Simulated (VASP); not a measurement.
Bi2P3, 5 atoms in the cell. It takes space group P-6m2 (No. 187, hexagonal). The conventional cell has a = 4.983 Å, b = 4.983 Å, c = 6.141 Å, α = 90.00°, β = 90.00°, γ = 120.00°. Within 3.8 Å of Bi (site symmetry -6m2) lie 9 P at 2.88 to 3.09 Å and 2 Bi at 3.07 Å. Within 4.0 Å of Bi (site symmetry -6m2) lie 2 Bi at 3.07 Å and 6 P at 3.48 Å. P (site symmetry 3m) has 1 P at 2.23 Å within 2.9 Å. P (site symmetry -6m2) has 3 Bi at 2.88 Å and 6 P at 3.09 Å within 3.8 Å. The cell was generated, and may not be a known phase.

```yaml
Program: VASP 6.6.1
Task: relaxation of cell and atoms
Functional: PBE
Potentials_or_basis: VASP PAW PBE potentials, release 64 (Bi_d, P)
Cutoff: 600 eV
k_mesh: 12 × 12 × 6
Occupations: gaussian, width 0.1 eV
Spin: no spin polarisation
Dipole_correction: no
Further_INCAR_settings: ALGO = Normal; EDIFF = 1e-06; IBRION = 2; EDIFFG = -0.01; NSW = 100; ISIF = 3
```

Potentials or basis: VASP PAW PBE potentials, release 64 (Bi_d, P).

Run with:

```bash
$ cat potpaw_PBE.64/Bi_d/POTCAR potpaw_PBE.64/P/POTCAR > POTCAR
$ mpirun -np 1 vasp_std > vasp.out
```

Hardware: 1 thread of Intel(R) Xeon(R) 6975P-C (Granite Rapids), on a shared host.

Problem. How long does it take, and how much memory?

Solution. It took 17 min on 1 thread of Intel(R) Xeon(R) 6975P-C (Granite Rapids), on a shared host, peak memory 0.47 GiB. Counts: scf iterations 79, k points 76, ion steps 12.
